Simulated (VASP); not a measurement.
Input of a VASP 6.6.1 run:

Contents of INCAR:

```
PREC = Accurate
ENCUT = 520
EDIFF = 1E-7
ISMEAR = 0
SIGMA = 0.1
LREAL = False
LASPH = True
NELM = 60
ALGO = Normal
ISIF = 2
LWAVE = False
LCHARG = True
GGA = PS
LELF = True
LVHAR = True
NBANDS = 20
```

Contents of KPOINTS:

```
regular mesh
0
Gamma
  12 12 10
```

File POSCAR:

```
Se
1.0
    4.5508551541      0.0000000000      0.0000000000
   -2.2754275771      3.9411561723      0.0000000000
    0.0000000000      0.0000000000      5.4225765639
Se
4
Direct
    0.0000000000      0.0000000000      0.2500000000
    0.0000000000      0.0000000000      0.7500000000
    0.3333333333      0.6666666667      0.7500000000
    0.6666666667      0.3333333333      0.2500000000
```

Potentials or basis: VASP PAW PBE potentials, release 64 (Se).

Run with:

```sh
$ cat potpaw_PBE.64/Se/POTCAR > POTCAR
$ mpirun -np 1 vasp_std > vasp.out
```

Estimate the pressure.

0.1 GPa.

Predict the band gap on the k mesh.

zero (band 12 reaches 4.94 eV, above the bottom of band 13 at 2.91 eV).

Caveat: the PAW data sets were made with another functional, which shifts forces and pressure a little.
